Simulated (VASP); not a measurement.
Crystal: NaMg2Si2.

```
Na Mg Si
1.0
     4.81844    0.00000    0.00000
    -2.40922    4.17289    0.00000
     0.00000    0.00000    4.55259
Na Mg Si
1 2 2
Direct
  0.00000 0.00000 0.50000
  0.33333 0.66667 0.50000
  0.66667 0.33333 0.50000
  0.33333 0.66667 0.00000
  0.66667 0.33333 0.00000
```

- Program: VASP 6.6.1
- Task: relaxation of cell and atoms
- Functional: PBE
- Potentials or basis: VASP PAW PBE potentials, release 64 (Na_pv, Mg, Si)
- Cutoff: 600 eV
- k mesh: 6 × 6 × 4
- Occupations: gaussian, width 0.1 eV
- Spin: no spin polarisation

At the start: pressure 21.2 GPa; volume 18.31 Å³/atom.

Question: Where does the relaxation end?

Answer: Over 10 steps the energy falls by 387.1 meV/atom and the volume is 25.96 Å³/atom (+41.8 %); space group P6/mmm (No. 191, to 0.05 Å).

The path:
```tsv
step	energy change (eV)	largest force (eV/Å)	pressure (GPa)	volume (Å³)
1	0.0000	0.0000	21.19	91.54
2	-1.7382	0.0000	-0.76	126.81
3	-1.7846	0.0000	1.86	117.80
4	-1.7890	0.0000	1.23	119.69
5	-1.7886	0.0000	1.40	119.08
6	-1.8700	0.0000	0.59	123.11
7	-1.9271	0.0000	-0.28	128.96
8	-1.9316	0.0000	-0.52	131.15
9	-1.9351	0.0000	0.09	129.34
10	-1.9357	0.0000	-0.07	129.81
```

Final structure:
```
CELL_PARAMETERS angstrom
5.39754 0.00000 0.00000
-2.69877 4.67441 0.00000
0.00000 0.00000 5.14498
ATOMIC_POSITIONS crystal
Na 0.00000 0.00000 0.50000
Mg 0.33333 0.66667 0.50000
Mg 0.66667 0.33333 0.50000
Si 0.33333 0.66667 0.00000
Si 0.66667 0.33333 0.00000
```

Caveat: the volume moved by over 15 % at a fixed basis, so the end points are rough.
